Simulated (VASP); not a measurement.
Set up this calculation in VASP 6.6.1, as the native input.

```yaml
Task: single point
Functional: PBE
Potentials_or_basis: VASP PAW PBE potentials, release 64 (Fe, Br)
Cutoff: 520 eV
k_mesh: 6 × 6 × 6
Occupations: gaussian, width 0.1 eV
Spin: collinear spin, ferromagnetic start
Starting_moments: "[3.37, 0.0, 0.0, 0.0, 0.0] μB"
Dipole_correction: no
Further_INCAR_settings: ALGO = Normal; EDIFF = 1e-06; NBANDS = 30
```

The structure of FeBr4 lies in POSCAR:

```
FeBr4
1.0
    0.0000000000      5.2811103100      5.2811103100
    5.2811103100      0.0000000000      5.2811103100
    5.2811103100      5.2811103100      0.0000000000
Fe Br
1 4
Direct
    0.2500000000      0.2500000000      0.2500000000
    0.1252911175      0.6241266476      0.1252911175
    0.1252911175      0.1252911175      0.1252911175
    0.6241266476      0.1252911175      0.1252911175
    0.1252911175      0.1252911175      0.6241266476
```

The cell was generated, and may not be a known phase.

One way to write it, as run:

INCAR

```
SYSTEM = FeBr4
PREC = Accurate
ENCUT = 520
EDIFF = 1E-6
ISMEAR = 0
SIGMA = 0.1
LREAL = .FALSE.
LASPH = .TRUE.
NELM = 150
ALGO = Normal
ISIF = 2
LWAVE = .FALSE.
LCHARG = .FALSE.
ISPIN = 2
MAGMOM = 3.37 0 0 0 0
LORBIT = 11
LMAXMIX = 4
GGA = PE
NBANDS = 30
```

KPOINTS

```
Automatic mesh
0
G
  6 6 6
  0 0 0
```

Potentials or basis: VASP PAW PBE potentials, release 64 (Fe, Br).

Run with:

```bash
$ cat potpaw_PBE.64/Fe/POTCAR potpaw_PBE.64/Br/POTCAR > POTCAR
$ mpirun -np 1 vasp_std > vasp.out
```

It gave:

| Quantity | Value |
| --- | --- |
| Pressure | 0.0 GPa |
| Largest force | 0.004 eV/Å |
| Band gap on the k mesh | zero (filled and empty bands overlap) |
| Net moment | 4.00 μB per cell |
| Site moments | Fe +3.11; Br +0.13 μB |
| Valence electrons inside the program's atomic spheres | Fe 6.96; Br 4.82 |

Caveat: semilocal functionals often make such compounds metallic where correlation or magnetic order opens a gap, which also shifts bond lengths.

It took 3.4 min on 1 thread of Intel(R) Xeon(R) 6975P-C (Granite Rapids), on a shared host, peak memory 0.66 GiB.
